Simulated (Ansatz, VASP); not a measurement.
One calculation of W, two programs

File POSCAR:

```
W
1.0
   -1.5573675000      1.5573675000      1.5973000000
    1.5573675000     -1.5573675000      1.5973000000
    1.5573675000      1.5573675000     -1.5973000000
W
1
Direct
    0.0000000000      0.0000000000      0.0000000000
```

Contents of INCAR.step1:

```
  ALGO = Normal
  EDIFF = 1E-4
  ENCUT = 520
  GGA = PE
  ISMEAR = 0
  LASPH = T
  LCHARG = F
  LREAL = F
  LWAVE = T
  NBANDS = 13
  NELM = 100
  PREC = Accurate
  SIGMA = 0.15
```

INCAR.step2

```
  ALGO = Normal
  EDIFF = 1E-7
  ENCUT = 520
  ISIF = 2
  ISMEAR = 0
  ISTART = 1
  LASPH = T
  LCHARG = T
  LELF = T
  LMIXTAU = T
  LREAL = F
  LVHAR = T
  LWAVE = F
  METAGGA = R2SCAN
  NBANDS = 13
  NELM = 100
  PREC = Accurate
  SIGMA = 0.15
```

KPOINTS

```
k-points
0
Gamma
  20 20 20
```

Input for Ansatz:

```yaml
crystal:
  lattice:
    - [-1.5573675, 1.5573675, 1.5973]
    - [1.5573675, -1.5573675, 1.5973]
    - [1.5573675, 1.5573675, -1.5973]
  atoms:
    - { symbol: W, position: [0.0, 0.0, 0.0] }
basis:
  ecutwfc: 500
kpoints:
  mp_grid: { grid: [20, 20, 20] }
hamiltonian:
  xc: r2scan
scf:
  occupations: { method: gaussian, width: 0.15 }
output:
  forces: true
  stress: true
  eigenvalues: true
```

Change from the starting cell: strain -0.025 along x and y, +0.000 along z, atoms carried along.

Alike in both runs: task single point; functional r2SCAN; k mesh 20 × 20 × 20; occupations gaussian, width 0.15 eV; no spin polarisation.

```csv
,VASP,Ansatz
version,VASP 6.6.1,Ansatz 0.2.0
potentials or method,"VASP PAW PBE potentials, release 64 (W_sv), cutoff 520 eV","scalar-relativistic, plane waves, PAW"
valence electrons in the cell,14,14
```

VASP gave:

| Property | Result |
| --- | --- |
| gap on the k mesh at the Fermi level (eV) | none |
| pressure (GPa) | 10.3 |
| traceless stress, the component that is largest in VASP (GPa) | -6.57 |

Problem. What did Ansatz give for the same quantities?

Solution. gap on the k mesh at the Fermi level (eV): none; pressure (GPa): 8.9; traceless stress, the component that is largest in VASP (GPa): -6.58.

VASP's potentials were made for PBE, not for r2SCAN. A gap of «none» marks a metal or a gap that the smearing closes.

Neither program's run includes spin-orbit coupling.
